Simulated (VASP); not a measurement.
# Fe (P6_3/mmc) in VASP: a series of runs

Runs on Fe. Level: PBE. Tasks: single point, relaxation of cell and atoms.

Program: VASP 6.6.1. These are calculated values, not measurements. Logs are shortened: lines on timing, memory, paths and dates and some standing lists are left out, and cuts for length are marked.

**1. The cell of the first run**

The structure is hexagonal, space group P6_3/mmc (No. 194). The conventional cell has a = 2.534 Å, b = 2.534 Å, c = 4.359 Å, α = 90.00°, β = 90.00°, γ = 120.00°. Fe (site symmetry -6m2) has 12 Fe at 2.53 to 2.62 Å within 3.3 Å.

**2. Single point, PBE, collinear spin, ferromagnetic start**

INCAR

```
  PREC = Accurate
  ENCUT = 520
  EDIFF = 1E-7
  ISMEAR = 0
  SIGMA = 0.05
  LREAL = False
  LASPH = True
  NELM = 150
  ALGO = Fast
  ISIF = 2
  LWAVE = False
  LCHARG = False
  ISPIN = 2
  MAGMOM = 2.5 2.5
  LORBIT = 11
  LMAXMIX = 4
  GGA = PE
  NBANDS = 19
```

KPOINTS

```
Automatic mesh
0
Gamma
  8 8 6
```

POSCAR

```
Fe
1.0
    2.5339981917      0.0000000000      0.0000000000
   -1.2669990958      2.1945068071      0.0000000000
    0.0000000000      0.0000000000      4.3588617532
Fe
2
Direct
    0.3333333333      0.6666666667      0.7500000000
    0.6666666667      0.3333333333      0.2500000000
```

Potentials or basis: VASP PAW PBE potentials, release 64 (Fe).

On the command line:

```console
$ cat potpaw_PBE.64/Fe/POTCAR > POTCAR
$ mpirun -np 1 vasp_std > vasp.out
```

OUTCAR:

```text
PREC = Accurate
   ENCUT = 520
   EDIFF = 1E-7
   ISMEAR = 0
   LREAL = False
   LASPH = True
   NELM = 150
   ISIF = 2
   ISPIN = 2
   LORBIT = 11
   GGA = PE

 ion  position               nearest neighbor table
   1  0.333  0.667  0.750-   2 2.62   2 2.62   2 2.62   2 2.62   2 2.62   2 2.62
   2  0.667  0.333  0.250-   1 2.62   1 2.62   1 2.62   1 2.62   1 2.62   1 2.62

  LATTYP: Found a hexagonal cell.
 ALAT       =     2.5339981917
 C/A-ratio  =     1.7201518799

  Lattice vectors:

 A1 = (   2.5339981917,   0.0000000000,   0.0000000000)
 A2 = (  -1.2669990958,   2.1945068071,   0.0000000000)
 A3 = (   0.0000000000,   0.0000000000,   4.3588617532)

Analysis of symmetry for initial positions (statically):
=====================================================================
 Subroutine PRICEL returns:
 Original cell was already a primitive cell.

 Routine SETGRP: Setting up the symmetry group for a
 hexagonal supercell.

 Subroutine GETGRP returns: Found 24 space group operations
 (whereof 12 operations were pure point group operations)
 out of a pool of 24 trial point group operations.

The static configuration has the point symmetry D_3d.
 The point group associated with its full space group is D_6h.

Analysis of symmetry for dynamics (positions and initial velocities):
=====================================================================
 Subroutine PRICEL returns:
 Original cell was already a primitive cell.

 Routine SETGRP: Setting up the symmetry group for a
 hexagonal supercell.

 Subroutine GETGRP returns: Found 24 space group operations
 (whereof 12 operations were pure point group operations)
 out of a pool of 24 trial point group operations.

The dynamic configuration has the point symmetry D_3d.
 The point group associated with its full space group is D_6h.

Analysis of structural, dynamic, and magnetic symmetry:
=====================================================================
 Subroutine PRICEL returns:
 Original cell was already a primitive cell.

 Routine SETGRP: Setting up the symmetry group for a
 hexagonal supercell.

 Subroutine GETGRP returns: Found 24 space group operations
 (whereof 12 operations were pure point group operations)
 out of a pool of 24 trial point group operations.

The overall configuration has the point symmetry D_3d.
 The point group associated with its full space group is D_6h.

 Subroutine INISYM returns: Found 24 space group operations
 (whereof 12 operations are pure point group operations),
 and found     1 'primitive' translations

[... 111 lines left out ...]
   IALGO  =     68    algorithm
   IMIX   =      4    mixing-type and parameters
     AMIX     =   0.40;   BMIX     =  1.00
     AMIX_MAG =   1.60;   BMIX_MAG =  1.00
  volume/ion in A,a.u.               =      12.12        81.79
  Fermi-wavevector in a.u.,A,eV,Ry     =   1.425420  2.693652 27.644602  2.031821
  Thomas-Fermi vector in A             =   2.545806
   LORBIT       =     11    0 simple, 1 ext, 2 COOP (PROOUT), +10 PAW based schemes
   GGA     = PE    functional components
   LHFCALC =     F    Hartree Fock is set to
   AEXX    =    0.0000 exact exchange contribution
   IVDW    =     0    specifies the selected vdW correction
   LEPSILON=     F    determine dielectric tensor
   LRPA    =     F    only Hartree local field effects (RPA)
 spin polarized calculation
 RMM-DIIS sequential band-by-band and
 Gauss-broadening in eV      SIGMA  =   0.05
  energy-cutoff  :      520.00
  volume of cell :       24.24
 maximum number of plane-waves:       665
 NGX is ok and might be reduce to    20
   NGX =  9   NGY =  9   NGZ = 17

 number of electron      15.9999991 magnetization       5.2497589

 Free energy of the ion-electron system (eV)
  ---------------------------------------------------
  ext. energy  EPLUGINS =         0.00000000
  ---------------------------------------------------
  free energy    TOTEN  =       -16.09653979 eV

  energy without entropy =      -16.09430393  energy(sigma->0) =      -16.09542186

 E-fermi :   5.4521     XC(G=0): -12.7303

 val. band max:        5.4007516907   @ k =   0.3750   0.1250   0.5000
 cond. band min:       5.4650499946   @ k =   0.3750   0.0000   0.0000
 fundamental gap:      0.0642983039
 Fermi energy:         5.4520850980

 spin component 1

 k-point     1 :       0.0000    0.0000    0.0000
  band No.  band energies     occupation
      1      -2.9373      1.00000
      2       0.5819      1.00000
      3       2.8552      1.00000
      4       3.0728      1.00000
      5       3.0728      1.00000
      6       3.3140      1.00000
[... 517 lines left out ...]
     18      25.8037      0.00000
     19      25.9352      0.00000

 [... further k-points ...]

 spin component 2

 k-point     1 :       0.0000    0.0000    0.0000
  band No.  band energies     occupation
      1      -2.6412      1.00000
      2       1.8692      1.00000
      3       4.9286      1.00000
      4       5.0016      1.00000
      5       5.5438      0.00472
      6       5.5438      0.00472
[... 517 lines left out ...]
     18      26.5338      0.00000
     19      26.6035      0.00000

 [... further k-points ...]
[... 5 lines left out ...]
  --------------------------------------------------------------------------------------
  -------------------------------------------------------------------------------------
  Total       -0.0418792     -0.0418792     -0.0100692     -0.0000000     -0.0000000      0.0000000
  in kB       -2.7681695     -2.7681695     -0.6655635     -0.0000000     -0.0000000      0.0000000
  external PRESSURE =      -2.0673009 kB  Pullay stress =       0.0000000 kB

 VOLUME and BASIS-vectors are now :
 -----------------------------------------------------------------------------
  energy-cutoff  :      520.00
  volume of cell :       24.24
      direct lattice vectors                 reciprocal lattice vectors
     2.533998192  0.000000000  0.000000000     0.394633273  0.227841626  0.000000000
    -1.266999096  2.194506807  0.000000000     0.000000000  0.455683253  0.000000000
     0.000000000  0.000000000  4.358861753     0.000000000  0.000000000  0.229417691

 POSITION                                       TOTAL-FORCE (eV/Angst)
 -----------------------------------------------------------------------------------
     -0.00000      1.46300      3.26915         0.000000      0.000000      0.000000
      1.26700      0.73150      1.08972        -0.000000     -0.000000      0.000000
 -----------------------------------------------------------------------------------
    total drift:                               -0.000000      0.000000     -0.000000

  FREE ENERGIE OF THE ION-ELECTRON SYSTEM (eV)
  ---------------------------------------------------
  free  energy   TOTEN  =       -16.0965397863 eV

  energy  without entropy=      -16.0943039252  energy(sigma->0) =      -16.09542186

 total charge

# of ion       s       p       d       tot
------------------------------------------
    1        0.472   0.482   6.199   7.153
    2        0.472   0.482   6.199   7.153
--------------------------------------------------
tot          0.943   0.964  12.399  14.306

 magnetization (x)

# of ion       s       p       d       tot
------------------------------------------
    1       -0.015  -0.032   2.659   2.612
    2       -0.015  -0.032   2.659   2.612
--------------------------------------------------
tot         -0.030  -0.064   5.318   5.223
```

stdout:

```text
POSCAR found type information on POSCAR Fe
 POSCAR found :  1 types and       2 ions
 scaLAPACK will be used
 LDA part: xc-table for (Slater+PW92), standard interpolation
 POSCAR, INCAR and KPOINTS ok, starting setup
 FFT: planning ... GRIDC
 FFT: planning ... GRID_SOFT
 FFT: planning ... GRID
 WAVECAR not read
 entering main loop
 num prob RMM:  18    -0.160965395784E+02   -0.25778E-06   -0.22738E-07  2914   0.385E-03    0.460E-03
 num prob  num prob  num prob  num prob RMM:  19    -0.160965397377E+02   -0.15938E-06   -0.27994E-08  1939   0.129E-03    0.223E-03
 num prob  num prob  num prob  num prob  num prob  num prob  num prob  num prob  num prob RMM:  20    -0.160965397863E+02   -0.48517E-07   -0.41420E-09  1727   0.542E-04
```

It took 100 s on 1 thread of AMD EPYC 7R13, shared host; peak memory 0.13 GiB.

Results:

| Quantity | Value |
| --- | --- |
| Free energy | -16.0965 eV |
| Pressure | -0.2 GPa |
| Net moment | 5.25 μB per cell |
| Site moments | Fe +2.61 μB |
| Valence electrons inside the program's atomic spheres | Fe 7.15 |

Stress tensor (GPa, compression positive):
```
-0.28  0.00  0.00
 0.00 -0.28  0.00
 0.00  0.00 -0.07
```

**3. Relaxation of cell and atoms, PBE, collinear spin, ferromagnetic start**

This run uses another cell than the first one, of 11.82 Å³/atom, 0.975 times its volume.

INCAR

```
SYSTEM = Fe
PREC = Accurate
ENCUT = 600
EDIFF = 1E-6
ISMEAR = 0
SIGMA = 0.05
LREAL = .False.
LASPH = .True.
NELM = 150
ALGO = Normal
ISIF = 3
LWAVE = .False.
LCHARG = .False.
ISPIN = 2
MAGMOM = 2.5 2.5
LORBIT = 11
LMAXMIX = 4
GGA = PE
IBRION = 2
NSW = 80
EDIFFG = -0.03
```

KPOINTS

```
Automatic mesh
0
Gamma
  8 8 6
  0 0 0
```

POSCAR

```
Fe
1.0
    2.5567053001      0.0000000000      0.0000000000
   -1.2783526500      2.2141717398      0.0000000000
    0.0000000000      0.0000000000      4.1759519901
Fe
2
Direct
    0.3333333333      0.6666666667      0.7500000000
    0.6666666667      0.3333333333      0.2500000000
```

Potentials or basis: VASP PAW PBE potentials, release 64 (Fe).

On the command line:

```console
$ cat potpaw_PBE.64/Fe/POTCAR > POTCAR
$ mpirun -np 1 vasp_std > vasp.out
```

OUTCAR:

```text
SYSTEM = Fe
   PREC = Accurate
   ENCUT = 600
   EDIFF = 1E-6
   ISMEAR = 0
   LREAL = .False.
   LASPH = .True.
   NELM = 150
   ISIF = 3
   ISPIN = 2
   LORBIT = 11
   GGA = PE
   IBRION = 2
   NSW = 80
   EDIFFG = -0.03

 ion  position               nearest neighbor table
   1  0.333  0.667  0.750-   2 2.56   2 2.56   2 2.56   2 2.56   2 2.56   2 2.56
   2  0.667  0.333  0.250-   1 2.56   1 2.56   1 2.56   1 2.56   1 2.56   1 2.56

  LATTYP: Found a hexagonal cell.
 ALAT       =     2.5567053001
 C/A-ratio  =     1.6333333333

  Lattice vectors:

 A1 = (   2.5567053001,   0.0000000000,   0.0000000000)
 A2 = (  -1.2783526500,   2.2141717398,   0.0000000000)
 A3 = (   0.0000000000,   0.0000000000,   4.1759519901)

Analysis of symmetry for initial positions (statically):
=====================================================================
 Subroutine PRICEL returns:
 Original cell was already a primitive cell.

 Routine SETGRP: Setting up the symmetry group for a
 hexagonal supercell.
[... 923 lines left out ...]
     10       7.6135      0.00000
     11       7.7576      0.00000
     12      10.5098      0.00000
     13      17.4409      0.00000
     14      19.6757      0.00000
     15      23.8777      0.00000

 [... further k-points ...]

 spin component 2

 k-point     1 :       0.0000    0.0000    0.0000
  band No.  band energies     occupation
      1      -1.9950      1.00000
      2       1.9830      1.00000
      3       5.2755      1.00000
      4       5.2755      1.00000
      5       5.3764      1.00000
      6       5.7382      1.00000
      7       5.7382      1.00000
      8       6.0815      1.00000
      9       6.0815      1.00000
     10       7.4436      0.00000
     11       7.6280      0.00000
     12       7.6280      0.00000
     13      15.6920      0.00000
     14      28.8902      0.00000
[... 444 lines left out ...]
  FREE ENERGIE OF THE ION-ELECTRON SYSTEM (eV)
  ---------------------------------------------------
  free  energy   TOTEN  =       -16.3168414556 eV

  energy  without entropy=      -16.3124188743  energy(sigma->0) =      -16.31463016

 reached required accuracy - stopping structural energy minimisation

 total charge

# of ion       s       p       d       tot
------------------------------------------
    1        0.537   0.642   6.338   7.517
    2        0.537   0.642   6.338   7.517
--------------------------------------------------
tot          1.075   1.283  12.676  15.035

 magnetization (x)

# of ion       s       p       d       tot
------------------------------------------
    1       -0.000  -0.000   0.000   0.000
    2       -0.000  -0.000   0.000   0.000
--------------------------------------------------
tot         -0.000  -0.000   0.000   0.000
```

It took 5.6 min on 1 thread of AMD EPYC 7R13, shared host; peak memory 0.14 GiB.

What came out:

| Item | Value |
| --- | --- |
| Free energy | -16.3168 eV |
| Relaxed volume | 10.16 Å³/atom |
| Relaxed cell | a = 2.456 Å, b = 2.456 Å, c = 3.892 Å, α = 90.00°, β = 90.00°, γ = 120.00° |
| Space group after relaxing (to 0.05 Å) | P6_3/mmc (No. 194) |
| Energy gained by relaxing | 230.3 meV/atom |
| Ionic steps | 9 |
| Pressure after relaxing | 0.1 GPa |
| Band gap on the k mesh | zero (filled and empty bands overlap) |
| Net moment | 0.00 μB per cell |
| Valence electrons inside the program's atomic spheres | Fe 7.52 |

Stress tensor (GPa, compression positive):
```
-0.01  0.00  0.00
 0.00 -0.01  0.00
 0.00  0.00  0.19
```

Step by step:
```tsv
step	energy change (eV)	largest force (eV/Å)	pressure (GPa)	volume (Å³)
1	0.0000	0.0000	-19.47	23.64
2	-0.3104	0.0000	22.74	19.05
3	-0.4071	0.0000	4.63	20.06
4	-0.4114	0.0000	-5.80	20.80
5	-0.4156	0.0000	-1.82	20.49
6	-0.4150	0.0000	15.28	19.41
7	-0.4470	0.0000	6.03	19.94
8	-0.4516	0.0000	-4.17	20.66
9	-0.4606	0.0000	0.06	20.33
```

Final structure:
```
Fe
1.0
     2.45598    0.00000    0.00000
    -1.22799    2.12695    0.00000
     0.00000    0.00000    3.89157
Fe
2
Direct
  0.33333 0.66667 0.75000
  0.66667 0.33333 0.25000
```

Caveat: the starting moments collapsed, and a magnetic state may lie lower.
